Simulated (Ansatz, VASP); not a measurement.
## CdSe in VASP and in Ansatz

```
Cd Se
1.0
     0.00000    3.34544    3.04131
     3.04131    0.00000    3.04131
     3.04131    3.34544    0.00000
Cd Se
1 1
Direct
  0.00000 0.00000 0.00000
  0.75000 0.75000 0.75000
```

Change from the starting cell: engineering shear strain xz +0.0000, normal strain along z +0.1000.

Alike in both runs: task single point; functional PBEsol; k mesh 10 × 10 × 10; occupations gaussian, width 0.05 eV; no spin polarisation.

```csv
,VASP,Ansatz
version,VASP 6.6.1,Ansatz 0.2.0
potentials or method,"VASP PAW PBE potentials, release 64 (Cd, Se), cutoff 520 eV","scalar-relativistic, plane waves, PAW"
valence electrons in the cell,18,36
```

```tsv
	VASP	Ansatz	Ansatz less VASP
gap on the k mesh at the Fermi level (eV)	0.16	0.16	+0.001
least direct gap on the mesh (eV)	0.16	0.16	+0.001
pressure (GPa)	-3.9	-4.1	-0.22
traceless stress, the component that is largest in VASP (GPa)	-1.56	-1.58	-0.016
```

VASP's potentials were made for PBE, not for PBEsol. VASP's potentials hold 18 valence electrons a cell and Ansatz's 36, so a difference there can come from the potentials and not from the codes.
